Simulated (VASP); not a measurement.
A run of VASP 6.6.1:

Contents of INCAR:

```
ALGO = Normal ; EDIFF = 1E-7
ENCUT = 520 ; GGA = PS
ISIF = 2 ; ISMEAR = 1
LASPH = True ; LCHARG = False
LREAL = False ; LWAVE = False
NBANDS = 21 ; NELM = 60
PREC = Accurate ; SIGMA = 0.15
```

File KPOINTS:

```
k-points
0
Gamma
  11 11 6
```

POSCAR

```
Ge
1.0
    1.5267209024     -2.6621144934      0.0000000000
    1.5267209024      2.6621144934      0.0000000000
    0.0000000000      0.0000000000      4.8504452674
Ge
2
Direct
    0.6665530000      0.3334470000      0.2500000000
    0.3334470000      0.6665530000      0.7500000000
```

Potentials or basis: VASP PAW PBE potentials, release 64 (Ge_d).

Launch:

```bash
$ cat potpaw_PBE.64/Ge_d/POTCAR > POTCAR
$ mpirun -np 1 vasp_std > vasp.out
```

Hardware: 1 thread of AMD EPYC 7R13 (shared host).

**Question.** How long does it take, and how much memory?

**Answer.** Wall time 3.3 min on 1 thread of AMD EPYC 7R13, with other jobs on the host, peak memory 0.19 GiB. Counts: scf iterations 12, k points 144.
